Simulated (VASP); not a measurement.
Wanted: the native input for a VASP 6.6.1 run.

| Item | Value |
| --- | --- |
| Task | single point |
| Functional | PBE |
| Potentials or basis | VASP PAW PBE potentials, release 64 (Al, N) |
| Cutoff | 600 eV |
| k mesh | 6 × 6 × 6 |
| Occupations | gaussian, width 0.05 eV |
| Spin | no spin polarisation |
| Dipole correction | no |
| Further INCAR settings | ALGO = Normal; EDIFF = 1e-06; NBANDS = 11 |

The structure of AlN lies in POSCAR:

```
AlN
1.0
    2.6102169726      0.0000000000      0.0000000000
    0.0000000000      2.6102169726      0.0000000000
    0.0000000000      0.0000000000      2.6102169726
Al N
1 1
Direct
    0.0000000000      0.0000000000      0.0000000000
    0.5000000000      0.5000000000      0.5000000000
```

These files were run (other wordings do the same):

INCAR

```
ALGO = Normal ; EDIFF = 1E-6
ENCUT = 600 ; GGA = PE
GGA_COMPAT = False ; ISIF = 2
ISMEAR = 0 ; LASPH = True
LCHARG = True ; LELF = True
LREAL = False ; LVHAR = True
LWAVE = False ; NBANDS = 11
NELM = 120 ; PREC = Accurate
SIGMA = 0.05
```

KPOINTS

```
k-points
0
Gamma
  6 6 6
```

Potentials or basis: VASP PAW PBE potentials, release 64 (Al, N).

Run with:

```bash
$ cat potpaw_PBE.64/Al/POTCAR potpaw_PBE.64/N/POTCAR > POTCAR
$ mpirun -np 1 vasp_std > vasp.out
```

Results of the run:

| Quantity | Value |
| --- | --- |
| Pressure | -0.5 GPa |
| Band gap on the k mesh | zero (band 4 reaches 11.07 eV, above the bottom of band 5 at 9.79 eV) |

Caveat: the k points lie up to 0.40 Å⁻¹ apart.

Wall time 9.8 s on 1 thread of Intel Xeon 8259CL, on a shared host, peak memory 0.13 GiB.
